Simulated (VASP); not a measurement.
# ZnS: relaxation of the atoms with PBE

Crystal: ZnS.

```
Zn S
1.0
     3.77104    0.00000    0.00000
    -1.88552    3.26581    0.00000
     0.00000    0.00000    6.17609
Zn S
2 2
Direct
  0.33333 0.66667 0.00000
  0.66667 0.33333 0.50000
  0.33333 0.66667 0.37480
  0.66667 0.33333 0.87480
```

```yaml
Program: VASP 6.6.1
Task: relaxation of the atoms
Functional: PBE
Potentials_or_basis: VASP PAW PBE potentials, release 64 (Zn, S)
Cutoff: 520 eV
k_mesh: 13 × 13 × 7
Occupations: fermi-dirac, width 0.02 eV
Spin: no spin polarisation
Dipole_correction: no
Further_INCAR_settings: ALGO = Normal; EDIFF = 1e-06; IBRION = 2; EDIFFG = -0.02; NSW = 80
```

| Property | Result |
| --- | --- |
| Pressure after relaxing | 4.9 GPa |
| Largest force after relaxing | 0.015 eV/Å |
| Band gap on the k mesh | 2.36 eV |

Forces in eV/Å, atoms in the order of the input:
```
Zn   0.000  0.000  0.015
Zn   0.000  0.000  0.015
S    0.000  0.000 -0.015
S    0.000  0.000 -0.015
```

Stress tensor (GPa, compression positive):
```
4.83 0.00 0.00
0.00 4.83 0.00
0.00 0.00 5.04
```

Final structure:
```
Zn S
1.0
     3.77104    0.00000    0.00000
    -1.88552    3.26581    0.00000
     0.00000    0.00000    6.17609
Zn S
2 2
Direct
  0.33333 0.66667 0.00000
  0.66667 0.33333 0.50000
  0.33333 0.66667 0.37480
  0.66667 0.33333 0.87480
```

Levels at points of the mesh, in eV from the valence-band top:
```csv
k point,band 15,band 16,band 17,band 18,band 19,band 20,band 21,band 22
"(0.00, 0.00, 0.00)",-0.94,-0.08,0.00,0.00,2.36,3.15,6.28,6.28
```

Run time: 57 s on 4 MPI ranks on Oxide Virtual Turin-like Processor (shared host), peak memory 0.24 GiB a rank.

Caveat: the relaxation stopped at its first step, so nothing moved. A k mesh can miss the band edges.
